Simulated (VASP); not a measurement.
Wanted: the native input for a VASP 6.6.1 run.

```
Task                   : single point
Functional             : LDA
Potentials or basis    : VASP PAW LDA potentials, release 64 (Y_sv, I)
Cutoff                 : 520 eV
k mesh                 : 7 × 7 × 3
Occupations            : fermi-dirac, width 0.05 eV
Spin                   : collinear spin
Starting moments       : [0.6, 0.6, 0.0, 0.0] μB
Dipole correction      : no
Further INCAR settings : ALGO = Normal; EDIFF = 1e-06; NBANDS = 30
```

The structure of YI lies in POSCAR:

```
YI
1.0
    3.6101444505      0.0000000000      0.0000000000
   -1.8050722252      3.1264768054      0.0000000000
    0.0000000000      0.0000000000     10.1109140478
Y I
2 2
Direct
    0.6666666667      0.3333333333      0.6267270000
    0.3333333333      0.6666666667      0.3732730000
    0.3333333333      0.6666666667      0.8199750000
    0.6666666667      0.3333333333      0.1800250000
```

These files were run (other wordings do the same):

INCAR

```
SYSTEM = YI
ALGO     = Normal         ! electronic algorithm
EDIFF    = 1E-6           ! SCF threshold, eV
ENCUT    = 520            ! plane-wave cutoff, eV
ISIF     = 2              ! what is computed and relaxed
ISMEAR   = -1             ! smearing method
ISPIN    = 2              ! spin polarisation
LASPH    = .TRUE.         ! aspherical terms in the spheres
LCHARG   = .TRUE.         ! write CHGCAR
LELF     = .TRUE.         ! ELF
LMAXMIX  = 4              ! l up to which the mixer works
LORBIT   = 11             ! projections on sites
LREAL    = .FALSE.        ! projectors in reciprocal space
LVHAR    = .TRUE.       
LWAVE    = .FALSE.        ! write WAVECAR
MAGMOM   = 0.6 0.6 0 0    ! initial moments
NBANDS   = 30             ! bands
NELM     = 150            ! most SCF steps
PREC     = Accurate       ! precision mode
SIGMA    = 0.05           ! smearing width, eV
```

KPOINTS

```
k-points
0
G
  7 7 3
  0 0 0
```

Potentials or basis: VASP PAW LDA potentials, release 64 (Y_sv, I).

Launch:

```console
$ cat potpaw_LDA.64/Y_sv/POTCAR potpaw_LDA.64/I/POTCAR > POTCAR
$ mpirun -np 1 vasp_std > vasp.out
```

It gave:

```json
{"Pressure": "11.3 GPa", "Largest force": "1.827 eV/Å", "Band gap on the k mesh": "zero (filled and empty bands overlap)", "Net moment": "0.00 μB per cell", "Valence electrons inside the program's atomic spheres": "Y 9.90; I 4.43"}
```

Caveat: the cell stands under pressure; spin-orbit coupling is left out, which moves the levels of the heavy elements; forces of over 1 eV/Å act on the atoms, so gaps and moduli don't describe the material at rest.

Wall time 71 s on 1 thread of Intel(R) Xeon(R) 6975P-C (Granite Rapids) (shared host), peak memory 0.28 GiB.
